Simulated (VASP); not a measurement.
# Zr (P6_3/mmc) in VASP: notebook, part 2 of 3

VASP 6.6.1. Earlier steps stand in the parts before.

## 4. Electric field gradients, LDA (22.35 Å³/atom)

This run uses another cell than the first one, of 22.35 Å³/atom.

INCAR

```
PREC = Accurate ; ENCUT = 520
EDIFF = 1E-8 ; ISMEAR = -1
SIGMA = 0.03 ; LREAL = F
LASPH = T ; NELM = 100
ALGO = Normal ; ISIF = 2
LWAVE = F ; LCHARG = F
GGA = CA ; LEFG = T
NBANDS = 19
```

KPOINTS

```
Automatic mesh
0
Gamma
  13 13 7
```

POSCAR

```
Zr
1.0
    3.1883172162      0.0000000000      0.0000000000
   -1.5941586081      2.7611637045      0.0000000000
    0.0000000000      0.0000000000      5.0774374186
Zr
2
Direct
    0.3333333333      0.6666666667      0.2500000000
    0.6666666667      0.3333333333      0.7500000000
```

Potentials or basis: VASP PAW LDA potentials, release 64 (Zr_sv).

Started as:

```console
> cat potpaw_LDA.64/Zr_sv/POTCAR > POTCAR
> mpirun -np 1 vasp_std > vasp.out
```

OUTCAR:

```text
PREC = Accurate
   ENCUT = 520
   EDIFF = 1E-8
   ISMEAR = -1
   LREAL = F
   LASPH = T
   NELM = 100
   ISIF = 2
   GGA = CA

 ion  position               nearest neighbor table
   1  0.333  0.667  0.250-   2 3.14   2 3.14   2 3.14   2 3.14   2 3.14   2 3.14
   2  0.667  0.333  0.750-   1 3.14   1 3.14   1 3.14   1 3.14   1 3.14   1 3.14

  LATTYP: Found a hexagonal cell.
 ALAT       =     3.1883172162
 C/A-ratio  =     1.5925132521

  Lattice vectors:

 A1 = (   3.1883172162,   0.0000000000,   0.0000000000)
 A2 = (  -1.5941586081,   2.7611637045,   0.0000000000)
 A3 = (   0.0000000000,   0.0000000000,   5.0774374186)

Analysis of symmetry for initial positions (statically):
=====================================================================
 Subroutine PRICEL returns:
 Original cell was already a primitive cell.

 Routine SETGRP: Setting up the symmetry group for a
 hexagonal supercell.

 Subroutine GETGRP returns: Found 24 space group operations
 (whereof 12 operations were pure point group operations)
 out of a pool of 24 trial point group operations.

The static configuration has the point symmetry D_3d.
 The point group associated with its full space group is D_6h.

Analysis of symmetry for dynamics (positions and initial velocities):
=====================================================================
 Subroutine PRICEL returns:
 Original cell was already a primitive cell.

 Routine SETGRP: Setting up the symmetry group for a
 hexagonal supercell.

 Subroutine GETGRP returns: Found 24 space group operations
 (whereof 12 operations were pure point group operations)
 out of a pool of 24 trial point group operations.

The dynamic configuration has the point symmetry D_3d.
 The point group associated with its full space group is D_6h.

 Subroutine INISYM returns: Found 24 space group operations
 (whereof 12 operations are pure point group operations),
 and found     1 'primitive' translations

----------------------------------------------------------------------------------------

                                     Primitive cell

  volume of cell :      44.6990

  direct lattice vectors                    reciprocal lattice vectors
     3.188317216  0.000000000  0.000000000     0.313645077  0.181083070  0.000000000
    -1.594158608  2.761163704  0.000000000     0.000000000  0.362166140  0.000000000
     0.000000000  0.000000000  5.077437419     0.000000000  0.000000000  0.196949744

  length of vectors
     3.188317216  3.188317216  5.077437419     0.362166140  0.362166140  0.196949744

  position of ions in fractional coordinates (direct lattice)
     0.333333333  0.666666667  0.250000000
     0.666666667  0.333333333  0.750000000

  ion indices of the primitive-cell ions
   primitive index   ion index
                 1           1
                 2           2

----------------------------------------------------------------------------------------

 KPOINTS: Automatic mesh
[... 68 lines left out ...]
   EDIFF  = 0.1E-07   stopping-criterion for ELM
   LREAL  =      F    real-space projection
   EDIFFG = 0.1E-06   stopping-criterion for IOM
   NSW    =      0    number of steps for IOM
   IBRION =     -1    ionic relax: 0-MD 1-quasi-New 2-CG
   NFREE  =      0    steps in history (QN), initial steepest desc. (CG)
   ISIF   =      2    stress and relaxation
   ISYM   =      2    0-nonsym 1-usesym 2-fastsym
   POTIM  = 0.5000    time-step for ionic-motion
   TEBEG  =    0.0;   TEEND  =   0.0 temperature during run
   PSTRESS=    0.0 pullay stress
   NELECT =      24.0000    total number of electrons
   NUPDOWN=      -1.0000    fix difference up-down
   EMIN   =  10.00;   EMAX   =-10.00  energy-range for DOS
   EFERMI =   0.00;   METHOD = LEGACY
   ISMEAR =    -1;   SIGMA  =   0.03  broadening in eV -4-tet -1-fermi 0-gaus
   EFERMI_NEDOS =   21; number of points for ismear=-14 and -15
   IALGO  =     38    algorithm
   IMIX   =      4    mixing-type and parameters
     AMIX     =   0.40;   BMIX     =  1.00
     AMIX_MAG =   1.60;   BMIX_MAG =  1.00
  volume/ion in A,a.u.               =      22.35       150.82
  Fermi-wavevector in a.u.,A,eV,Ry     =   1.330595  2.514460 24.088877  1.770483
  Thomas-Fermi vector in A             =   2.459670
   LORBIT       =      0    0 simple, 1 ext, 2 COOP (PROOUT), +10 PAW based schemes
   GGA     = CA    functional components
   LHFCALC =     F    Hartree Fock is set to
   AEXX    =    0.0000 exact exchange contribution
   IVDW    =     0    specifies the selected vdW correction
   LEPSILON=     F    determine dielectric tensor
   LRPA    =     F    only Hartree local field effects (RPA)
 non-spin polarized calculation
  energy-cutoff  :      520.00
  volume of cell :       44.70
 maximum number of plane-waves:      1218
 NGX is ok and might be reduce to    24
   NGX = 11   NGY = 11   NGZ = 19

 number of electron      24.0000000 magnetization

 Free energy of the ion-electron system (eV)
  ---------------------------------------------------
  ext. energy  EPLUGINS =         0.00000000
  ---------------------------------------------------
  free energy    TOTEN  =       -18.57611930 eV

  energy without entropy =      -18.56879774  energy(sigma->0) =      -18.57245852

 E-fermi :   9.2721     XC(G=0): -11.4816

 val. band max:        9.2719901703   @ k =   0.0769   0.0000   0.4286
 cond. band min:       9.2727661427   @ k =   0.1538   0.0000   0.2857
 fundamental gap:      0.0007759724
 Fermi energy:         9.2721236693

 k-point     1 :       0.0000    0.0000    0.0000
  band No.  band energies     occupation
      1     -39.2306      2.00000
      2     -39.0427      2.00000
      3     -17.9860      2.00000
      4     -16.9806      2.00000
      5     -16.9806      2.00000
      6     -16.8191      2.00000
[... 505 lines left out ...]
      6     -17.0276      2.00000
[... 11 lines left out ...]
     18      11.6021      0.00000
     19      14.2037      0.00000

 [... further k-points ...]
[... 5 lines left out ...]
  --------------------------------------------------------------------------------------
  -------------------------------------------------------------------------------------
  Total       -0.7594207     -0.7594207     -0.4683557      0.0000000      0.0000000      0.0000000
  in kB      -27.2204169    -27.2204169    -16.7875798      0.0000000      0.0000000      0.0000000
  external PRESSURE =     -23.7428046 kB  Pullay stress =       0.0000000 kB

 VOLUME and BASIS-vectors are now :
 -----------------------------------------------------------------------------
  energy-cutoff  :      520.00
  volume of cell :       44.70
      direct lattice vectors                 reciprocal lattice vectors
     3.188317216  0.000000000  0.000000000     0.313645077  0.181083070  0.000000000
    -1.594158608  2.761163704  0.000000000     0.000000000  0.362166140  0.000000000
     0.000000000  0.000000000  5.077437419     0.000000000  0.000000000  0.196949744

 POSITION                                       TOTAL-FORCE (eV/Angst)
 -----------------------------------------------------------------------------------
     -0.00000      1.84078      1.26936         0.000000     -0.000000      0.000000
      1.59416      0.92039      3.80808        -0.000000      0.000000      0.000000
 -----------------------------------------------------------------------------------
    total drift:                               -0.000000      0.000000     -0.000000

  FREE ENERGIE OF THE ION-ELECTRON SYSTEM (eV)
  ---------------------------------------------------
  free  energy   TOTEN  =       -18.5761192983 eV

  energy  without entropy=      -18.5687977373  energy(sigma->0) =      -18.57245852

 Electric field gradients (V/A^2)
---------------------------------------------------------------------
 ion       V_xx      V_yy      V_zz      V_xy      V_xz      V_yz
---------------------------------------------------------------------
   1     -23.609   -23.609    47.218    -0.000     0.000    -0.000
   2     -23.609   -23.609    47.218    -0.000    -0.000     0.000
---------------------------------------------------------------------

 Electric field gradients after diagonalization (V/A^2)
 (convention: |V_zz| > |V_xx| > |V_yy|)
----------------------------------------------------------------------
 ion       V_xx      V_yy      V_zz     asymmetry (V_yy - V_xx)/ V_zz
----------------------------------------------------------------------
   1     -23.609   -23.609    47.218       0.000
   2     -23.609   -23.609    47.218       0.000
----------------------------------------------------------------------

           NMR quadrupolar parameters

 Cq : quadrupolar parameter    Cq=e*Q*V_zz/h
 eta: asymmetry parameters     (V_yy - V_xx)/ V_zz
 Q  : nuclear electric quadrupole moment in mb (millibarn)
----------------------------------------------------------------------
 ion       Cq(MHz)       eta       Q (mb)
----------------------------------------------------------------------
   1       0.114       0.000       1.000
   2       0.114       0.000       1.000
----------------------------------------------------------------------
```

OSZICAR:

```text
N       E                     dE             d eps       ncg     rms          rms(c)
DAV:   1     0.214148548638E+03    0.21415E+03   -0.13251E+04  3192   0.126E+03
DAV:   2    -0.349885565494E+01   -0.21765E+03   -0.21371E+03  3722   0.371E+02
DAV:   3    -0.188802189656E+02   -0.15381E+02   -0.15210E+02  5636   0.713E+01
DAV:   4    -0.192983843645E+02   -0.41817E+00   -0.41748E+00  3786   0.116E+01
DAV:   5    -0.193102992591E+02   -0.11915E-01   -0.11913E-01  4657   0.143E+00    0.156E+01
DAV:   6    -0.186957818809E+02    0.61452E+00   -0.90772E-01  3484   0.701E+00    0.626E+00
DAV:   7    -0.185736152744E+02    0.12217E+00   -0.57326E-01  4641   0.472E+00    0.108E+00
DAV:   8    -0.185759151988E+02   -0.22999E-02   -0.30036E-02  4105   0.141E+00    0.227E-01
DAV:   9    -0.185761267845E+02   -0.21159E-03   -0.11435E-03  4355   0.291E-01    0.245E-02
DAV:  10    -0.185761177552E+02    0.90293E-05   -0.39849E-05  4618   0.394E-02    0.211E-02
DAV:  11    -0.185761193623E+02   -0.16071E-05   -0.68159E-06  3636   0.280E-02    0.166E-03
DAV:  12    -0.185761193057E+02    0.56593E-07   -0.26654E-07  4374   0.347E-03    0.142E-03
DAV:  13    -0.185761192956E+02    0.10075E-07   -0.23044E-08  3069   0.805E-04    0.497E-04
DAV:  14    -0.185761192983E+02   -0.27071E-08   -0.19270E-09  1971   0.411E-04
   1 F= -.18576119E+02 E0= -.18572459E+02  d E =-.732156E-02
```

Run time: 25 s. Hardware: 1 thread of Intel Xeon 6975P-C (Granite Rapids), shared host; peak memory 0.18 GiB.

Results:

* Free energy: -18.5761 eV
* Pressure: -2.4 GPa
* Band gap on the k mesh: zero (bands 12 and 13 overlap by 1.18 eV)
* Largest electric field gradient by atom: Zr +47.2 V/Å²

Electric field gradients, principal values (V/Å²):
```tsv
atom	least	middle	greatest (by size)
1 Zr	-23.609	-23.609	47.218
2 Zr	-23.609	-23.609	47.218
```

Caveat: without QUAD_EFG the Cq values of the log hold for a quadrupole moment of 1 mb, not for the nuclei.

## 5. Electric field gradients, LDA (22.35 Å³/atom)

This run uses another cell than the first one, of 22.35 Å³/atom.

INCAR

```
  PREC = Accurate
  ENCUT = 520
  EDIFF = 1E-8
  ISMEAR = -1
  SIGMA = 0.03
  LREAL = F
  LASPH = T
  NELM = 60
  ALGO = Normal
  ISIF = 2
  LWAVE = F
  LCHARG = F
  LEFG = T
  NBANDS = 19
```

KPOINTS is that of step 4.

POSCAR is that of step 4.

Potentials or basis: VASP PAW LDA potentials, release 64 (Zr_sv).

Started as:

```console
> cat potpaw_LDA.64/Zr_sv/POTCAR > POTCAR
> mpirun -np 1 vasp_std > vasp.out
```

OUTCAR:

```text
PREC = Accurate
   ENCUT = 520
   EDIFF = 1E-8
   ISMEAR = -1
   LREAL = F
   LASPH = T
   NELM = 60
   ISIF = 2

 ion  position               nearest neighbor table
   1  0.333  0.667  0.250-   2 3.14   2 3.14   2 3.14   2 3.14   2 3.14   2 3.14
   2  0.667  0.333  0.750-   1 3.14   1 3.14   1 3.14   1 3.14   1 3.14   1 3.14

  LATTYP: Found a hexagonal cell.
 ALAT       =     3.1883172162
 C/A-ratio  =     1.5925132521

  Lattice vectors:

 A1 = (   3.1883172162,   0.0000000000,   0.0000000000)
 A2 = (  -1.5941586081,   2.7611637045,   0.0000000000)
 A3 = (   0.0000000000,   0.0000000000,   5.0774374186)

Analysis of symmetry for initial positions (statically):
=====================================================================
 Subroutine PRICEL returns:
 Original cell was already a primitive cell.

 Routine SETGRP: Setting up the symmetry group for a
 hexagonal supercell.

 Subroutine GETGRP returns: Found 24 space group operations
 (whereof 12 operations were pure point group operations)
 out of a pool of 24 trial point group operations.

The static configuration has the point symmetry D_3d.
 The point group associated with its full space group is D_6h.

Analysis of symmetry for dynamics (positions and initial velocities):
=====================================================================
 Subroutine PRICEL returns:
 Original cell was already a primitive cell.

 Routine SETGRP: Setting up the symmetry group for a
 hexagonal supercell.

 Subroutine GETGRP returns: Found 24 space group operations
 (whereof 12 operations were pure point group operations)
 out of a pool of 24 trial point group operations.
[... 150 lines left out ...]
 E-fermi :   9.2721     XC(G=0): -11.4816

 val. band max:        9.2719901703   @ k =   0.0769   0.0000   0.4286
 cond. band min:       9.2727661427   @ k =   0.1538   0.0000   0.2857
 fundamental gap:      0.0007759724
 Fermi energy:         9.2721236693

 k-point     1 :       0.0000    0.0000    0.0000
  band No.  band energies     occupation
      1     -39.2306      2.00000
      2     -39.0427      2.00000
      3     -17.9860      2.00000
      4     -16.9806      2.00000
      5     -16.9806      2.00000
      6     -16.8191      2.00000
[... 505 lines left out ...]
      6     -17.0276      2.00000
[... 11 lines left out ...]
     18      11.6021      0.00000
     19      14.2037      0.00000

 [... further k-points ...]
[... 5 lines left out ...]
  --------------------------------------------------------------------------------------
  -------------------------------------------------------------------------------------
  Total       -0.7594207     -0.7594207     -0.4683557      0.0000000      0.0000000      0.0000000
  in kB      -27.2204169    -27.2204169    -16.7875798      0.0000000      0.0000000      0.0000000
  external PRESSURE =     -23.7428046 kB  Pullay stress =       0.0000000 kB

 VOLUME and BASIS-vectors are now :
 -----------------------------------------------------------------------------
  energy-cutoff  :      520.00
  volume of cell :       44.70
      direct lattice vectors                 reciprocal lattice vectors
     3.188317216  0.000000000  0.000000000     0.313645077  0.181083070  0.000000000
    -1.594158608  2.761163704  0.000000000     0.000000000  0.362166140  0.000000000
     0.000000000  0.000000000  5.077437419     0.000000000  0.000000000  0.196949744

 POSITION                                       TOTAL-FORCE (eV/Angst)
 -----------------------------------------------------------------------------------
     -0.00000      1.84078      1.26936         0.000000     -0.000000      0.000000
      1.59416      0.92039      3.80808        -0.000000      0.000000      0.000000
 -----------------------------------------------------------------------------------
    total drift:                               -0.000000      0.000000     -0.000000

  FREE ENERGIE OF THE ION-ELECTRON SYSTEM (eV)
  ---------------------------------------------------
  free  energy   TOTEN  =       -18.5761192983 eV

  energy  without entropy=      -18.5687977373  energy(sigma->0) =      -18.57245852

 Electric field gradients (V/A^2)
---------------------------------------------------------------------
 ion       V_xx      V_yy      V_zz      V_xy      V_xz      V_yz
---------------------------------------------------------------------
   1     -23.609   -23.609    47.218    -0.000     0.000    -0.000
   2     -23.609   -23.609    47.218    -0.000    -0.000     0.000
---------------------------------------------------------------------

 Electric field gradients after diagonalization (V/A^2)
 (convention: |V_zz| > |V_xx| > |V_yy|)
----------------------------------------------------------------------
 ion       V_xx      V_yy      V_zz     asymmetry (V_yy - V_xx)/ V_zz
----------------------------------------------------------------------
   1     -23.609   -23.609    47.218       0.000
   2     -23.609   -23.609    47.218       0.000
----------------------------------------------------------------------

           NMR quadrupolar parameters

 Cq : quadrupolar parameter    Cq=e*Q*V_zz/h
 eta: asymmetry parameters     (V_yy - V_xx)/ V_zz
 Q  : nuclear electric quadrupole moment in mb (millibarn)
----------------------------------------------------------------------
 ion       Cq(MHz)       eta       Q (mb)
----------------------------------------------------------------------
   1       0.114       0.000       1.000
   2       0.114       0.000       1.000
----------------------------------------------------------------------
```

Run time: 32 s. Hardware: 1 thread of Intel Xeon Platinum 8488C (Sapphire Rapids), shared host; peak memory 0.18 GiB.

What came out:

| Quantity | Value |
| --- | --- |
| Free energy | -18.5761 eV |
| Pressure | -2.4 GPa |
| Band gap on the k mesh | zero (bands 12 and 13 overlap by 1.18 eV) |
| Largest electric field gradient by atom | Zr +47.2 V/Å² |

Stress tensor (GPa, compression positive):
```
-2.72  0.00  0.00
 0.00 -2.72  0.00
 0.00  0.00 -1.68
```

Electric field gradients, principal values (V/Å²):
```tsv
atom	least	middle	greatest (by size)
1 Zr	-23.609	-23.609	47.218
2 Zr	-23.609	-23.609	47.218
```

Caveat: without QUAD_EFG the Cq values of the log hold for a quadrupole moment of 1 mb, not for the nuclei.

[end of part 2 of 3]
